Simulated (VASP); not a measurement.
# Hf (Pm-3m) in VASP: notebook, part 2 of 2

VASP 6.6.1. Earlier steps stand in the parts before.

## (3) Single point, PBEsol

This run uses another cell than the first one, of 23.52 Å³/atom.

INCAR reads:

```
SYSTEM = Hf
PREC = Accurate
ENCUT = 520
EDIFF = 1E-6
ISMEAR = 0
SIGMA = 0.1
LREAL = .False.
LASPH = .True.
NELM = 60
ALGO = Normal
ISIF = 2
LWAVE = .False.
LCHARG = .False.
GGA = PS
NBANDS = 11
```

KPOINTS reads:

```
Automatic mesh
0
Gamma
  20 20 20
  0 0 0
```

POSCAR reads:

```
Hf
1.0
    2.8653123427      0.0000000000      0.0000000000
    0.0000000000      2.8653123427      0.0000000000
    0.0000000000      0.0000000000      2.8653123427
Hf
1
Direct
    0.0000000000      0.0000000000      0.0000000000
```

Potentials or basis: VASP PAW PBE potentials, release 64 (Hf_pv).

On the command line:

```
cat potpaw_PBE.64/Hf_pv/POTCAR > POTCAR
mpirun -np 1 vasp_std > vasp.out
```

OUTCAR:

```text
SYSTEM = Hf
   PREC = Accurate
   ENCUT = 520
   EDIFF = 1E-6
   ISMEAR = 0
   LREAL = .False.
   LASPH = .True.
   NELM = 60
   ISIF = 2
   GGA = PS

 ion  position               nearest neighbor table
   1  0.000  0.000  0.000-

  LATTYP: Found a simple cubic cell.
 ALAT       =     2.8653123427

  Lattice vectors:

 A1 = (   2.8653123427,   0.0000000000,   0.0000000000)
 A2 = (   0.0000000000,   2.8653123427,   0.0000000000)
 A3 = (   0.0000000000,   0.0000000000,   2.8653123427)

[... 517 lines left out ...]

 [... further k-points ...]

------------------------ aborting loop because EDIFF is reached ----------------------------------------

  FORCE on cell =-STRESS in cart. coord.  units (eV):
  Direction    XX          YY          ZZ          XY          YZ          ZX
  --------------------------------------------------------------------------------------
  -------------------------------------------------------------------------------------
  Total       -0.0396639     -0.0396639     -0.0396639      0.0000000     -0.0000000      0.0000000
  in kB       -2.7014057     -2.7014057     -2.7014057      0.0000000     -0.0000000      0.0000000
  external PRESSURE =      -2.7014057 kB  Pullay stress =       0.0000000 kB

 VOLUME and BASIS-vectors are now :
 -----------------------------------------------------------------------------
  energy-cutoff  :      520.00
  volume of cell :       23.52
      direct lattice vectors                 reciprocal lattice vectors
     2.865312343  0.000000000  0.000000000     0.349002091  0.000000000  0.000000000
     0.000000000  2.865312343  0.000000000     0.000000000  0.349002091  0.000000000
     0.000000000  0.000000000  2.865312343     0.000000000  0.000000000  0.349002091

 POSITION                                       TOTAL-FORCE (eV/Angst)
 -----------------------------------------------------------------------------------
      0.00000      0.00000      0.00000         0.000000      0.000000      0.000000
 -----------------------------------------------------------------------------------
    total drift:                                0.000000      0.000000      0.000000

  FREE ENERGIE OF THE ION-ELECTRON SYSTEM (eV)
  ---------------------------------------------------
  free  energy   TOTEN  =        -9.4179829357 eV

  energy  without entropy=       -9.4097824305  energy(sigma->0) =       -9.41388268
```

OSZICAR:

```text
N       E                     dE             d eps       ncg     rms          rms(c)
DAV:   1     0.131861277379E+02    0.13186E+02   -0.57022E+03  6324   0.835E+02
DAV:   2    -0.922571503098E+01   -0.22412E+02   -0.21655E+02  7849   0.153E+02
DAV:   3    -0.968552362958E+01   -0.45981E+00   -0.45006E+00  7855   0.149E+01
DAV:   4    -0.968772522739E+01   -0.22016E-02   -0.22011E-02  7367   0.125E+00
DAV:   5    -0.968774006460E+01   -0.14837E-04   -0.14837E-04  7859   0.912E-02    0.337E+01
DAV:   6    -0.947745903742E+01    0.21028E+00   -0.20415E-01  7243   0.297E+00    0.199E+01
DAV:   7    -0.942278808383E+01    0.54671E-01   -0.25834E-01  7592   0.324E+00    0.965E-01
DAV:   8    -0.941793577625E+01    0.48523E-02   -0.24322E-02  7086   0.101E+00    0.339E-01
DAV:   9    -0.941798332307E+01   -0.47547E-04   -0.45801E-04  7674   0.169E-01    0.694E-02
DAV:  10    -0.941798387068E+01   -0.54761E-06   -0.23645E-05  7582   0.359E-02    0.307E-02
DAV:  11    -0.941798293573E+01    0.93495E-06   -0.48148E-06  7625   0.148E-02
   1 F= -.94179829E+01 E0= -.94138827E+01  d E =-.820051E-02
```

stdout:

```text
POSCAR found type information on POSCAR Hf
 POSCAR found :  1 types and       1 ions
 scaLAPACK will be used
 -----------------------------------------------------------------------------
|                                                                             |
|                                                                             |
|     You enforced a specific xc type in the INCAR file but a different       |
|     I HOPE YOU KNOW WHAT YOU ARE DOING!                                     |
|                                                                             |
 -----------------------------------------------------------------------------

 LDA part: xc-table for (Slater+PW92), standard interpolation
 POSCAR, INCAR and KPOINTS ok, starting setup
 FFT: planning ... GRIDC
 FFT: planning ... GRID_SOFT
 FFT: planning ... GRID
 WAVECAR not read
 entering main loop
```

Run time: 65 s. Hardware: 1 thread of Intel Xeon 8259CL, shared host; peak memory 0.2 GiB.

Results:

```yaml
Free_energy: -9.4180 eV
Pressure: -0.3 GPa
Band_gap_on_the_k_mesh: zero (bands 5 and 6 overlap by 2.48 eV)
```

Caveat: the PAW data sets were made with another functional, which shifts forces and pressure a little; spin-orbit coupling is left out, which moves the levels of the heavy elements.

## (4) Relaxation of cell and atoms, PBEsol

INCAR reads:

```
PREC = Accurate
ENCUT = 600
EDIFF = 1E-6
ISMEAR = 0
SIGMA = 0.1
LREAL = False
LASPH = True
NELM = 80
ALGO = Fast
ISIF = 3
LWAVE = False
LCHARG = False
GGA = PS
IBRION = 2
NSW = 100
EDIFFG = -0.01
```

KPOINTS reads:

```
Automatic mesh
0
Gamma
  20 20 20
```

POSCAR reads:

```
Hf
1.0
    2.8566409408      0.0000000000      0.0000000000
    0.0000000000      2.8566409408      0.0000000000
    0.0000000000      0.0000000000      2.8566409408
Hf
1
Direct
    0.0000000000      0.0000000000      0.0000000000
```

On the command line:

```
cat potpaw_PBE.64/Hf_pv/POTCAR > POTCAR
mpirun -np 1 vasp_std > vasp.out
```

It took 2 min on 1 thread of Intel Xeon 8259CL, shared host; peak memory 0.21 GiB.

The run converged. Its results:

* Free energy: -9.4182 eV
* Relaxed volume: 23.45 Å³/atom
* Relaxed cell: a = 2.862 Å, b = 2.862 Å, c = 2.862 Å, α = 90.00°, β = 90.00°, γ = 90.00°
* Space group after relaxing (to 0.1 Å): Pm-3m (No. 221)
* Energy gained by relaxing: 0.2 meV/atom
* Ionic steps: 3
* Pressure after relaxing: 0.0 GPa
* Band gap on the k mesh: zero (bands 5 and 6 overlap by 2.49 eV)

Step by step:
```tsv
step	energy change (eV)	largest force (eV/Å)	pressure (GPa)	volume (Å³)
1	0.0000	0.0000	0.44	23.31
2	-0.0001	0.0000	-0.28	23.53
3	-0.0002	0.0000	-0.01	23.45
```

Final structure:
```xyz
1
Lattice="2.8621 0.0000 0.0000 0.0000 2.8621 0.0000 0.0000 0.0000 2.8621" Properties=species:S:1:pos:R:3 pbc="T T T"
Hf    0.0000    0.0000    0.0000
```

Levels at points of the mesh, in eV from the Fermi level:
| k point | band 2 | band 3 | band 4 | band 5 | band 6 | band 7 | band 8 | band 9 |
| --- | --- | --- | --- | --- | --- | --- | --- | --- |
| (0.00, 0.00, 0.00) | -29.76 | -29.76 | -6.66 | -1.55 | -1.55 | 6.84 | 6.84 | 6.84 |
| (0.50, 0.00, 0.00) | -29.66 | -29.66 | -3.21 | -0.59 | 0.01 | 3.15 | 3.15 | 7.24 |
| (0.50, 0.50, 0.00) | -30.70 | -29.57 | -3.10 | -0.63 | 3.94 | 3.94 | 4.74 | 4.74 |
| (0.50, 0.50, 0.50) | -30.56 | -30.56 | -1.45 | -1.45 | -1.45 | 6.94 | 9.54 | 9.54 |

Caveat: the PAW data sets were made with another functional, which shifts forces and pressure a little; spin-orbit coupling is left out, which moves the levels of the heavy elements.

## (5) Summary

| task | cell | k mesh | cutoff (eV) | gap on the mesh (eV) | pressure (GPa) |
| --- | --- | --- | --- | --- | --- |
| single point | a = 2.857 Å, 1 atom | 6 × 6 × 6 | 520 | none | 0.0 |
| single point | a = 2.865 Å, 1 atom | 20 × 20 × 20 | 520 | none | -0.3 |
| relaxation of cell and atoms | relaxed from a = 2.857 Å, 1 atom | 20 × 20 × 20 | 600 | none | 0.0 |

Alike in all rows: level PBEsol; potentials or basis VASP PAW PBE potentials, release 64 (Hf_pv); no spin polarisation; smearing gaussian 0.1 eV.

Caveats: some runs use coarse meshes; the PAW data sets were made with another functional, which shifts forces and pressure a little; spin-orbit coupling is left out, which moves the levels of the heavy elements.

Total energies depend on the potentials used, so only differences within one code and one set of settings carry meaning.
